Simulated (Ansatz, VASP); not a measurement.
## Two plane-wave programs on KI

File INCAR:

```
PREC = Accurate
ENCUT = 500
EDIFF = 1E-6
ISMEAR = -1
SIGMA = 0.5
LREAL = False
LASPH = True
NELM = 120
ALGO = Normal
ISIF = 2
LWAVE = False
LCHARG = False
GGA = PE
NBANDS = 15
GGA_COMPAT = False
```

The input KPOINTS:

```
regular mesh
0
Gamma
  4 4 4
```

File POSCAR:

```
KI
1.0
    4.2909401140      0.0000000000      0.0000000000
    0.0000000000      4.2909401140      0.0000000000
    0.0000000000      0.0000000000      4.2909401140
K I
1 1
Direct
    0.0000000000      0.0000000000      0.0000000000
    0.5000000000      0.5000000000      0.5000000000
```

Input for Ansatz:

```yaml
crystal:
  lattice:
    - [4.290940114, 0.0, 0.0]
    - [0.0, 4.290940114, 0.0]
    - [0.0, 0.0, 4.290940114]
  atoms:
    - { symbol: K, position: [0.0, 0.0, 0.0] }
    - { symbol: I, position: [0.5, 0.5, 0.5] }
kpoints:
  mp_grid: { grid: [4, 4, 4] }
hamiltonian:
  xc: pbe
scf:
  occupations: { method: fermi_dirac, width: 0.5 }
  n_extra_bands: 4
output:
  forces: true
  stress: true
  eigenvalues: true
```

Alike in both runs: task single point; functional PBE; k mesh 4 × 4 × 4; occupations fermi-dirac, width 0.5 eV; no spin polarisation.

|  | VASP | Ansatz |
| --- | --- | --- |
| version | VASP 6.6.1 | Ansatz 0.2.0 |
| potentials or method | VASP PAW PBE potentials, release 64 (K_sv, I) | plane waves |
| plane-wave cutoff (eV) | 500 | 420 |
| valence electrons in the cell | 16 | 26 |

|  | VASP | Ansatz | Ansatz less VASP |
| --- | --- | --- | --- |
| pressure (GPa) | 0.6 | 0.6 | -0.03 |

VASP's potentials hold 16 valence electrons a cell and Ansatz's 26, so a difference there can come from the potentials and not from the codes.

Neither program's run includes spin-orbit coupling.
